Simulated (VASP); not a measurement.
# PbO (Litharge) in VASP: settings compared, part 2 of 3

VASP 6.6.1.

### Step 5. Single point, r2SCAN (strain -1.2%)

Contents of POSCAR:

```
PbO
1.0
    3.9338331736      0.0000000000      0.0000000000
    0.0000000000      3.9338331736      0.0000000000
    0.0000000000      0.0000000000      4.9424023714
Pb O
2 2
Direct
    0.0000000000      0.5000000000      0.2421395116
    0.5000000000      0.0000000000      0.7578604884
    0.0000000000      0.0000000000      0.0000000000
    0.5000000000      0.5000000000      0.0000000000
```

Contents of INCAR.step1:

```
SYSTEM = PbO
PREC = Accurate
ENCUT = 520
ISMEAR = 0
SIGMA = 0.01
LREAL = .FALSE.
LASPH = .TRUE.
NELM = 60
NBANDS = 28
GGA = PE
ALGO = Normal
EDIFF = 1E-4
LWAVE = .TRUE.
LCHARG = .FALSE.
```

Contents of INCAR.step2:

```
SYSTEM = PbO
PREC = Accurate
ENCUT = 520
EDIFF = 1E-6
ISMEAR = 0
SIGMA = 0.01
LREAL = .FALSE.
LASPH = .TRUE.
NELM = 60
ALGO = Normal
ISIF = 2
LWAVE = .FALSE.
LCHARG = .TRUE.
METAGGA = R2SCAN
LMIXTAU = .TRUE.
LELF = .TRUE.
LVHAR = .TRUE.
NBANDS = 28
ISTART = 1
```

Contents of KPOINTS:

```
regular mesh
0
G
  6 6 6
  0 0 0
```

Potentials or basis: VASP PAW PBE potentials, release 64 (Pb_d, O).

Started as:

```console
> cat potpaw_PBE.64/Pb_d/POTCAR potpaw_PBE.64/O/POTCAR > POTCAR
> cp INCAR.step1 INCAR
> mpirun -np 1 vasp_std > vasp.out
> cp INCAR.step2 INCAR
> mpirun -np 1 vasp_std > vasp.out
```

OUTCAR:

```text
SYSTEM = PbO
   PREC = Accurate
   ENCUT = 520
   EDIFF = 1E-6
   ISMEAR = 0
   LREAL = .FALSE.
   LASPH = .TRUE.
   NELM = 60
   ISIF = 2
   METAGGA = R2SCAN
   ISTART = 1

 ion  position               nearest neighbor table
   1  0.000  0.500  0.242-   3 2.30   4 2.30   3 2.30   4 2.30   2 3.67   2 3.67   2 3.67   2 3.67
                             2 3.77   2 3.77   2 3.77   2 3.77
   2  0.500  0.000  0.758-   3 2.30   4 2.30   4 2.30   3 2.30   1 3.67   1 3.67   1 3.67   1 3.67
                             1 3.77   1 3.77   1 3.77   1 3.77
   3  0.000  0.000  0.000-   1 2.30   2 2.30   1 2.30   2 2.30
   4  0.500  0.500  0.000-   1 2.30   2 2.30   2 2.30   1 2.30

  LATTYP: Found a simple tetragonal cell.
 ALAT       =     3.9338331736
 C/A-ratio  =     1.2563833171

  Lattice vectors:

 A1 = (   3.9338331736,   0.0000000000,   0.0000000000)
 A2 = (   0.0000000000,   3.9338331736,   0.0000000000)
 A3 = (   0.0000000000,   0.0000000000,   4.9424023714)

Analysis of symmetry for initial positions (statically):
=====================================================================
 Subroutine PRICEL returns:
 Original cell was already a primitive cell.

 Routine SETGRP: Setting up the symmetry group for a
 simple tetragonal supercell.

 Subroutine GETGRP returns: Found 16 space group operations
 (whereof  8 operations were pure point group operations)
 out of a pool of 16 trial point group operations.

The static configuration has the point symmetry D_2d.
 The point group associated with its full space group is D_4h.

Analysis of symmetry for dynamics (positions and initial velocities):
=====================================================================
 Subroutine PRICEL returns:
 Original cell was already a primitive cell.

 Routine SETGRP: Setting up the symmetry group for a
 simple tetragonal supercell.

 Subroutine GETGRP returns: Found 16 space group operations
 (whereof  8 operations were pure point group operations)
 out of a pool of 16 trial point group operations.

The dynamic configuration has the point symmetry D_2d.
 The point group associated with its full space group is D_4h.

 Subroutine INISYM returns: Found 16 space group operations
 (whereof  8 operations are pure point group operations),
 and found     1 'primitive' translations

----------------------------------------------------------------------------------------

                                     Primitive cell

  volume of cell :      76.4839

  direct lattice vectors                    reciprocal lattice vectors
     3.933833174  0.000000000  0.000000000     0.254204984  0.000000000  0.000000000
     0.000000000  3.933833174  0.000000000     0.000000000  0.254204984  0.000000000
     0.000000000  0.000000000  4.942402371     0.000000000  0.000000000  0.202330754

  length of vectors
     3.933833174  3.933833174  4.942402371     0.254204984  0.254204984  0.202330754

  position of ions in fractional coordinates (direct lattice)
     0.000000000  0.500000000  0.242139512
     0.500000000  0.000000000  0.757860488
     0.000000000  0.000000000  0.000000000
     0.500000000  0.500000000  0.000000000

  ion indices of the primitive-cell ions
   primitive index   ion index
                 1           1
                 2           2
                 3           3
                 4           4

----------------------------------------------------------------------------------------

 KPOINTS: regular mesh

Automatic generation of k-mesh.
 Grid dimensions read from file:
 generate k-points for:    6    6    6

 Generating k-lattice:

  Cartesian coordinates                     Fractional coordinates (reciprocal lattice)
     0.042367497  0.000000000  0.000000000     0.166666667  0.000000000  0.000000000
     0.000000000  0.042367497  0.000000000     0.000000000  0.166666667  0.000000000
     0.000000000  0.000000000  0.033721792     0.000000000  0.000000000  0.166666667

  Length of vectors
     0.042367497  0.042367497  0.033721792

  Shift w.r.t. Gamma in fractional coordinates (k-lattice)
     0.000000000  0.000000000  0.000000000

 Subroutine IBZKPT returns following result:
 ===========================================

 Found     40 irreducible k-points:

 Following reciprocal coordinates:
            Coordinates               Weight
  0.000000  0.000000  0.000000      1.000000
  0.166667  0.000000  0.000000      4.000000
  0.333333  0.000000  0.000000      4.000000
  0.500000  0.000000  0.000000      2.000000
  0.166667  0.166667  0.000000      4.000000
  0.333333  0.166667  0.000000      8.000000
[... 16 lines left out ...]
  0.333333  0.000000  0.333333      8.000000
  0.500000  0.000000  0.333333      4.000000
 [... further k-points ...]
   k-points           NKPTS =     40   k-points in BZ     NKDIM =     40   number of bands    NBANDS=     28
   number of dos      NEDOS =    301   number of ions     NIONS =      4
   total plane-waves  NPLWV =  36000
   dimension x,y,z NGX =    30 NGY =   30 NGZ =   40
   dimension x,y,z NGXF=    60 NGYF=   60 NGZF=   80
   ions per type =               2   2
   NGX,Y,Z   is equivalent  to a cutoff of  12.68, 12.68, 13.45 a.u.
   NGXF,Y,Z  is equivalent  to a cutoff of  25.36, 25.36, 26.91 a.u.
 SYSTEM =  PbO
   PREC   = accura    normal or accurate (medium, high low for compatibility)
   ISTART =      1    job   : 0-new  1-cont  2-samecut
   ICHARG =      0    charge: 1-file 2-atom 10-const
   ISPIN  =      1    spin polarized calculation?
   LNONCOLLINEAR =      F non collinear calculations
   LSORBIT =      F    spin-orbit coupling
   LASPH  =      T    aspherical Exc in radial PAW
   ENCUT  =  520.0 eV  38.22 Ry    6.18 a.u.   7.31  7.31  9.19*2*pi/ulx,y,z
   NELM   =     60;   NELMIN=  2; NELMDL=  0     # of ELM steps
   EDIFF  = 0.1E-05   stopping-criterion for ELM
   LREAL  =      F    real-space projection
   EDIFFG = 0.1E-04   stopping-criterion for IOM
   NSW    =      0    number of steps for IOM
   IBRION =     -1    ionic relax: 0-MD 1-quasi-New 2-CG
   NFREE  =      0    steps in history (QN), initial steepest desc. (CG)
   ISIF   =      2    stress and relaxation
   ISYM   =      2    0-nonsym 1-usesym 2-fastsym
   POTIM  = 0.5000    time-step for ionic-motion
   TEBEG  =    0.0;   TEEND  =   0.0 temperature during run
   PSTRESS=    0.0 pullay stress
   NELECT =      40.0000    total number of electrons
   NUPDOWN=      -1.0000    fix difference up-down
   EMIN   =  10.00;   EMAX   =-10.00  energy-range for DOS
   EFERMI =   0.00;   METHOD = LEGACY
   ISMEAR =     0;   SIGMA  =   0.01  broadening in eV -4-tet -1-fermi 0-gaus
   EFERMI_NEDOS =   21; number of points for ismear=-14 and -15
   IALGO  =     38    algorithm
   IMIX   =      4    mixing-type and parameters
     AMIX     =   0.40;   BMIX     =  1.00
     AMIX_MAG =   1.60;   BMIX_MAG =  1.00
  volume/ion in A,a.u.               =      19.12       129.03
  Fermi-wavevector in a.u.,A,eV,Ry     =   1.318980  2.492511 23.670163  1.739708
  Thomas-Fermi vector in A             =   2.448911
   LORBIT       =      0    0 simple, 1 ext, 2 COOP (PROOUT), +10 PAW based schemes
   METAGGA = R2SCAN    functional components
   LHFCALC =     F    Hartree Fock is set to
   AEXX    =    0.0000 exact exchange contribution
   IVDW    =     0    specifies the selected vdW correction
   LEPSILON=     F    determine dielectric tensor
   LRPA    =     F    only Hartree local field effects (RPA)
 non-spin polarized calculation
 Gauss-broadening in eV      SIGMA  =   0.01
  energy-cutoff  :      520.00
  volume of cell :       76.48
 maximum number of plane-waves:      2090
 NGX is ok and might be reduce to    30
   NGX = 15   NGY = 15   NGZ = 19

 number of electron      39.9999994 magnetization

 Free energy of the ion-electron system (eV)
  ---------------------------------------------------
  ext. energy  EPLUGINS =         0.00000000
  ---------------------------------------------------
  free energy    TOTEN  =      -129.45855752 eV

  energy without entropy =     -129.45855752  energy(sigma->0) =     -129.45855752

 E-fermi :   5.4845     XC(G=0): -10.6841

 val. band max:        5.3925727348   @ k =   0.0000   0.0000   0.0000
 cond. band min:       6.7149840895   @ k =   0.5000   0.5000   0.0000
 fundamental gap:      1.3224113547
 Fermi energy:         5.4844672420

 k-point     1 :       0.0000    0.0000    0.0000
  band No.  band energies     occupation
      1     -14.3233      2.00000
      2     -13.6178      2.00000
      3     -11.2768      2.00000
      4     -11.2768      2.00000
      5     -11.2035      2.00000
      6     -11.1991      2.00000
[... 733 lines left out ...]
     27      15.6228      0.00000
     28      15.6228      0.00000

 [... further k-points ...]
[... 5 lines left out ...]
  --------------------------------------------------------------------------------------
  -------------------------------------------------------------------------------------
  Total        1.9208440      1.9208440      1.2210189      0.0000000     -0.0000000      0.0000000
  in kB       40.2376583     40.2376583     25.5777887      0.0000000     -0.0000000      0.0000000
  external PRESSURE =      35.3510351 kB  Pullay stress =       0.0000000 kB

 VOLUME and BASIS-vectors are now :
 -----------------------------------------------------------------------------
  energy-cutoff  :      520.00
  volume of cell :       76.48
      direct lattice vectors                 reciprocal lattice vectors
     3.933833174  0.000000000  0.000000000     0.254204984  0.000000000  0.000000000
     0.000000000  3.933833174  0.000000000     0.000000000  0.254204984  0.000000000
     0.000000000  0.000000000  4.942402371     0.000000000  0.000000000  0.202330754

 POSITION                                       TOTAL-FORCE (eV/Angst)
 -----------------------------------------------------------------------------------
      0.00000      1.96692      1.19675        -0.000000      0.000000      0.098912
      1.96692      0.00000      3.74565         0.000000      0.000000     -0.098912
      0.00000      0.00000      0.00000         0.000000     -0.000000      0.000000
      1.96692      1.96692      0.00000         0.000000      0.000000      0.000000
 -----------------------------------------------------------------------------------
    total drift:                                0.000000      0.000000      0.000000

  FREE ENERGIE OF THE ION-ELECTRON SYSTEM (eV)
  ---------------------------------------------------
  free  energy   TOTEN  =      -129.4585575190 eV

  energy  without entropy=     -129.4585575190  energy(sigma->0) =     -129.45855752
```

Run time: 4.1 min. Hardware: 1 thread of Intel Xeon 6975P-C, shared host; peak memory 0.23 GiB.

Results:

```yaml
Free_energy: -129.4586 eV
Pressure: 3.5 GPa
Largest_force: 0.099 eV/Å
Band_gap_on_the_k_mesh: 1.32 eV, indirect (least direct gap 2.56 eV)
```

Forces on the atoms (eV/Å):
```
Pb   0.000  0.000  0.099
Pb   0.000  0.000 -0.099
O    0.000  0.000  0.000
O    0.000  0.000  0.000
```

Stress tensor (GPa, compression positive):
```
4.02 0.00 0.00
0.00 4.02 0.00
0.00 0.00 2.56
```

Caveat: the cell differs from its parent crystal (strain -1.2%); the PAW data sets were made with another functional, which shifts forces and pressure a little; spin-orbit coupling is left out, which moves the levels of the heavy elements.

### Step 6. Single point, r2SCAN

This run uses another cell than the first one, of 19.81 Å³/atom, 1.087 times its volume.

Contents of POSCAR:

```
PbO
1.0
    3.9804038992      0.0000000000      0.0000000000
    0.0000000000      3.9804038992      0.0000000000
    0.0000000000      0.0000000000      5.0009130541
Pb O
2 2
Direct
    0.0000000000      0.5000000000      0.2366325577
    0.5000000000      0.0000000000      0.7633674423
    0.0000000000      0.0000000000      0.0000000000
    0.5000000000      0.5000000000      0.0000000000
```

Contents of INCAR.step1:

```
ALGO = Normal
EDIFF = 1E-4
ENCUT = 520
GGA = PE
ISMEAR = 0
LASPH = True
LCHARG = False
LREAL = False
LWAVE = True
NBANDS = 28
NELM = 80
PREC = Accurate
SIGMA = 0.01
```

Contents of INCAR.step2:

```
ALGO = Normal
EDIFF = 1E-6
ENCUT = 520
ISIF = 2
ISMEAR = 0
ISTART = 1
LASPH = True
LCHARG = True
LELF = True
LMIXTAU = True
LREAL = False
LVHAR = True
LWAVE = False
METAGGA = R2SCAN
NBANDS = 28
NELM = 80
PREC = Accurate
SIGMA = 0.01
```

Contents of KPOINTS:

```
k-points
0
Gamma
  6 6 6
```

Potentials or basis: VASP PAW PBE potentials, release 64 (Pb_d, O).

Started as:

```console
> cat potpaw_PBE.64/Pb_d/POTCAR potpaw_PBE.64/O/POTCAR > POTCAR
> cp INCAR.step1 INCAR
> mpirun -np 1 vasp_std > vasp.out
> cp INCAR.step2 INCAR
> mpirun -np 1 vasp_std > vasp.out
```

Run time: 4.1 min. Hardware: 1 thread of Intel Xeon 6975P-C, shared host; peak memory 0.24 GiB.

Results (log left out):

| Item | Value |
| --- | --- |
| Free energy | -129.5003 eV |
| Pressure | 1.7 GPa |
| Largest force | 0.095 eV/Å |
| Band gap on the k mesh | 1.54 eV, indirect (least direct gap 2.69 eV) |

Forces on the atoms (eV/Å):
```
Pb   0.000  0.000  0.095
Pb   0.000  0.000 -0.095
O    0.000  0.000  0.000
O    0.000  0.000  0.000
```

Stress tensor (GPa, compression positive):
```
1.76 0.00 0.00
0.00 1.76 0.00
0.00 0.00 1.62
```

Levels at points of the mesh, in eV from the valence-band top:
| k point | band 18 | band 19 | band 20 | band 21 | band 22 | band 23 |
| --- | --- | --- | --- | --- | --- | --- |
| (0.00, 0.00, 0.00) | -1.80 | -1.80 | 0.00 | 2.81 | 5.88 | 6.06 |
| (0.50, 0.00, 0.00) | -3.16 | -1.72 | -1.72 | 3.78 | 3.78 | 7.06 |
| (0.50, 0.50, 0.00) | -1.74 | -1.16 | -1.16 | 1.54 | 1.54 | 5.71 |
| (0.00, 0.00, 0.50) | -1.82 | -1.82 | -1.00 | 2.32 | 4.38 | 4.38 |
| (0.50, 0.00, 0.50) | -3.12 | -1.07 | -1.07 | 3.42 | 3.42 | 6.77 |
| (0.50, 0.50, 0.50) | -2.33 | -1.16 | -1.16 | 3.81 | 3.81 | 5.23 |

Caveat: the PAW data sets were made with another functional, which shifts forces and pressure a little; spin-orbit coupling is left out, which moves the levels of the heavy elements. A k mesh can miss the band edges.

[end of part 2 of 3]
